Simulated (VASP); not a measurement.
A run of VASP 6.6.1 is set up as follows.

File POSCAR:

```
Co3BI
1.0
    4.0409960000      0.0000000000      0.0000000000
    0.0000000000      4.0409960000      0.0000000000
    0.0000000000      0.0000000000      5.1219440000
Co B I
3 1 1
Direct
    0.5000000000      0.5000000000      0.1201000000
    0.0000000000      0.5000000000      0.5209000000
    0.5000000000      0.0000000000      0.5209000000
    0.5000000000      0.5000000000      0.6800000000
    0.0000000000      0.0000000000      0.0000000000
```

File INCAR.step1:

```
  PREC = Accurate
  ENCUT = 520
  ISMEAR = -1
  SIGMA = 0.0602
  LREAL = F
  LASPH = T
  NELM = 100
  NBANDS = 26
  GGA = PE
  ALGO = Normal
  EDIFF = 1E-4
  LWAVE = T
  LCHARG = F
```

The input INCAR.step2:

```
  PREC = Accurate
  ENCUT = 520
  EDIFF = 1E-6
  ISMEAR = -1
  SIGMA = 0.0602
  LREAL = F
  LASPH = T
  NELM = 100
  ALGO = Normal
  ISIF = 2
  LWAVE = F
  LCHARG = T
  METAGGA = R2SCAN
  LMIXTAU = T
  LELF = T
  LVHAR = T
  NBANDS = 26
  ISTART = 1
```

KPOINTS

```
Automatic mesh
0
Gamma
  8 8 7
```

Potentials or basis: VASP PAW PBE potentials, release 64 (Co, B, I).

Command:

```sh
$ cat potpaw_PBE.64/Co/POTCAR potpaw_PBE.64/B/POTCAR potpaw_PBE.64/I/POTCAR > POTCAR
$ cp INCAR.step1 INCAR
$ mpirun -np 1 vasp_std > vasp.out
$ cp INCAR.step2 INCAR
$ mpirun -np 1 vasp_std > vasp.out
```

Problem. Predict the largest force.

Solution. 1.346 eV/Å.

Problem. What does it give for the band gap on the k mesh?

Solution. Zero (an odd number of electrons rules out a gap without spin polarisation).

Stress tensor (GPa, compression positive):
```
-23.08   0.00   0.00
  0.00 -23.08   0.00
  0.00   0.00 -23.89
```

Caveat: the cell stands under tension; the PAW data sets were made with another functional, which shifts forces and pressure a little; spin-orbit coupling is left out, which moves the levels of the heavy elements; an odd number of electrons without spin polarisation forces a metal; a magnetic or distorted state may lie lower; the run has no spin polarisation, though such a crystal can be magnetic. Spin polarisation is off, so any magnetic state and its effect on volume and gap are missing.
